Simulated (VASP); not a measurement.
KMgF3 (cubic perovskite): single point with PBEsol

The system is KMgF3 (cubic perovskite).

```
K Mg F
1.0
     3.99140    0.00000    0.00000
     0.00000    3.99140    0.00000
     0.00000    0.00000    3.99140
K Mg F
1 1 3
Direct
  0.50000 0.50000 0.50000
  0.00000 0.00000 0.00000
  0.50000 0.00000 0.00000
  0.00000 0.50000 0.00000
  0.00000 0.00000 0.50000
```

- Program: VASP 6.6.1
- Task: single point
- Functional: PBEsol
- Potentials or basis: VASP PAW PBE potentials, release 64 (K_sv, Mg, F)
- Cutoff: 520 eV
- k mesh: 6 × 6 × 6
- Occupations: gaussian, width 0.01 eV
- Spin: no spin polarisation

```
Pressure               : -0.4 GPa
Band gap on the k mesh : 7.09 eV, indirect (least direct gap 7.42 eV)
```

Levels at points of the mesh, in eV from the valence-band top:
| k point | band 14 | band 15 | band 16 | band 17 | band 18 | band 19 |
| --- | --- | --- | --- | --- | --- | --- |
| (0.00, 0.00, 0.00) | -0.32 | -0.32 | -0.32 | 7.09 | 9.94 | 9.94 |
| (0.50, 0.00, 0.00) | -0.87 | -0.53 | -0.53 | 9.93 | 10.25 | 11.00 |
| (0.50, 0.50, 0.00) | -0.90 | -0.90 | -0.02 | 10.78 | 11.56 | 12.40 |
| (0.50, 0.50, 0.50) | 0.00 | 0.00 | 0.00 | 10.29 | 10.29 | 10.29 |

Wall time 12 s on 1 thread of Intel(R) Xeon(R) 6975P-C (Granite Rapids) (shared host), peak memory 0.17 GiB.

Caveat: the PAW data sets were made with another functional, which shifts forces and pressure a little. Expect the measured gap to be larger: semilocal functionals such as PBEsol lack the derivative discontinuity.
